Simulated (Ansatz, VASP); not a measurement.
Mg in VASP and in Ansatz

The input INCAR:

```
PREC = Accurate ; ENCUT = 520
EDIFF = 1E-6 ; ISMEAR = 0
SIGMA = 0.1 ; LREAL = F
LASPH = T ; NELM = 80
ALGO = Fast ; ISIF = 2
LWAVE = F ; LCHARG = F
GGA = PE ; NBANDS = 9
```

File KPOINTS:

```
regular mesh
0
Gamma
  15 15 8
```

The input POSCAR:

```
Mg
1.0
    3.1722365390      0.0000000000      0.0000000000
   -1.5861182695      2.7472374296      0.0000000000
    0.0000000000      0.0000000000      5.3065126918
Mg
2
Direct
    0.3333333333      0.6666666667      0.2500000000
    0.6666666667      0.3333333333      0.7500000000
```

Input for Ansatz:

```yaml
crystal:
  lattice:
    - [3.172236539, 0.0, 0.0]
    - [-1.5861182695, 2.7472374296, 0.0]
    - [0.0, 0.0, 5.3065126918]
  atoms:
    - { symbol: Mg, position: [0.3333333333, 0.6666666667, 0.25] }
    - { symbol: Mg, position: [0.6666666667, 0.3333333333, 0.75] }
basis:
  ecutwfc: 420
kpoints:
  mp_grid: { grid: [15, 15, 8] }
hamiltonian:
  xc: pbe
scf:
  occupations: { method: gaussian, width: 0.1 }
output:
  forces: true
  stress: true
  eigenvalues: true
  populations: true
```

Alike in both runs: task single point; functional PBE; k mesh 15 × 15 × 8; occupations gaussian, width 0.1 eV; no spin polarisation.

|  | VASP | Ansatz |
| --- | --- | --- |
| version | VASP 6.6.1 | Ansatz 0.2.0 |
| potentials or method | VASP PAW PBE potentials, release 64 (Mg), cutoff 520 eV | scalar-relativistic, plane waves, PAW |
| valence electrons in the cell | 4 | 20 |

VASP gave:

- gap on the k mesh at the Fermi level (eV): none
- pressure (GPa): -0.4
- traceless stress, the component that is largest in VASP (GPa): -1.26

What did Ansatz give for the same quantities?

gap on the k mesh at the Fermi level (eV): none; pressure (GPa): -0.2; traceless stress, the component that is largest in VASP (GPa): -1.26.

A gap of «none» marks a metal or a gap that the smearing closes. VASP's potentials hold 4 valence electrons a cell and Ansatz's 20, so a difference there can come from the potentials and not from the codes.
